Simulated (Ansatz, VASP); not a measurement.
**Zn in VASP and in Ansatz**

```
CELL_PARAMETERS angstrom
0.00000 2.73837 2.73837
2.73837 0.00000 2.73837
2.73837 2.73837 0.00000
ATOMIC_POSITIONS crystal
Zn 0.12500 0.12500 0.12500
Zn 0.87500 0.87500 0.87500
```

Alike in both runs: task relaxation of cell and atoms; functional revPBE; k mesh 10 × 10 × 10; occupations fermi-dirac, width 0.1 eV; no spin polarisation.

|  | VASP | Ansatz |
| --- | --- | --- |
| version | VASP 6.6.1 | Ansatz 0.2.0 |
| potentials or method | VASP PAW PBE potentials, release 64 (Zn), cutoff 600 eV | plane waves (420 eV) with PAW, scalar-relativistic |
| valence electrons in the cell | 24 | 24 |

```csv
,VASP,Ansatz,Ansatz less VASP
relaxed volume (Å³/atom),26.23,26.08,-0.153
relaxed cell length with the largest relative difference (Å),4.202,4.194,-0.0082
```

VASP's potentials were made for PBE, not for revPBE.

Noted on VASP's run: the volume moved by over 15 % at a fixed basis, so the end points are rough.
